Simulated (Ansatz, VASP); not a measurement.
AlCu3 in VASP and in Ansatz

```
Al Cu
1.0
     0.00000    2.91929    2.91929
     2.91929    0.00000    2.91929
     2.91929    2.91929    0.00000
Al Cu
1 3
Direct
  0.00000 0.00000 0.00000
  0.50000 0.50000 0.50000
  0.25000 0.25000 0.25000
  0.75000 0.75000 0.75000
```

Alike in both runs: task single point; functional r2SCAN; k mesh 12 × 12 × 12; occupations gaussian, width 0.1 eV; no spin polarisation.

```csv
,VASP,Ansatz
version,VASP 6.6.1,Ansatz 0.2.0
potentials or method,"VASP PAW PBE potentials, release 64 (Al, Cu), cutoff 520 eV","scalar-relativistic, plane waves, PAW"
valence electrons in the cell,36,60
```

Ansatz gave:

- gap on the k mesh at the Fermi level (eV): none
- pressure (GPa): -4.2

Q: What did VASP give for the same quantities?

A: gap on the k mesh at the Fermi level (eV): none; pressure (GPa): -3.9.

VASP's potentials were made for PBE, not for r2SCAN. A gap of «none» marks a metal or a gap that the smearing closes. With one functional, cell and mesh, what is left measures potentials, basis and numerics. VASP's potentials hold 36 valence electrons a cell and Ansatz's 60, so a difference there can come from the potentials and not from the codes.
